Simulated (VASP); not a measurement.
Input of a VASP 6.6.1 run:

Contents of INCAR:

```
SYSTEM = Be3CdSe4
  PREC = Accurate
  ENCUT = 600
  EDIFF = 1E-6
  ISMEAR = 0
  SIGMA = 0.15
  LREAL = .False.
  LASPH = .True.
  NELM = 120
  ALGO = Normal
  ISIF = 2
  LWAVE = .False.
  LCHARG = .False.
  GGA = PE
  NBANDS = 31
  GGA_COMPAT = .False.
```

KPOINTS

```
regular mesh
0
Gamma
  3 3 2
  0 0 0
```

Contents of POSCAR:

```
Be3CdSe4
1.0
    5.5035370751      0.0000000000      0.0000000000
    0.0000000000      5.5035370751      0.0000000000
    0.0000000000      0.0000000000      8.8385579195
Be Cd Se
3 1 4
Direct
    0.0000000000      0.0000000000      0.5000000000
    0.5000000000      0.5000000000      0.7663323318
    0.5000000000      0.5000000000      0.2336676682
    0.5000000000      0.5000000000      0.5000000000
    0.5000000000      0.5000000000      0.0000000000
    0.0000000000      0.5000000000      0.0000000000
    0.5000000000      0.0000000000      0.0000000000
    0.0000000000      0.0000000000      0.0000000000
```

Potentials or basis: VASP PAW PBE potentials, release 64 (Be, Cd, Se).

The run is started by

```console
$ cat potpaw_PBE.64/Be/POTCAR potpaw_PBE.64/Cd/POTCAR potpaw_PBE.64/Se/POTCAR > POTCAR
$ mpirun -np 1 vasp_std > vasp.out
```

Q: Predict the pressure.

A: 0.0 GPa.

Q: Estimate the largest force.

A: 0.023 eV/Å.

Q: Estimate the band gap on the k mesh.

A: Zero (band 21 reaches 1.64 eV, above the bottom of band 22 at 0.37 eV).

Forces in eV/Å, atoms in the order of the input:
```
Be   0.000  0.000  0.000
Be   0.000  0.000  0.023
Be   0.000  0.000 -0.023
Cd   0.000  0.000  0.000
Se   0.000  0.000  0.000
Se   0.000  0.000  0.000
Se   0.000  0.000  0.000
Se   0.000  0.000  0.000
```

Caveat: the k points lie up to 0.38 Å⁻¹ apart.
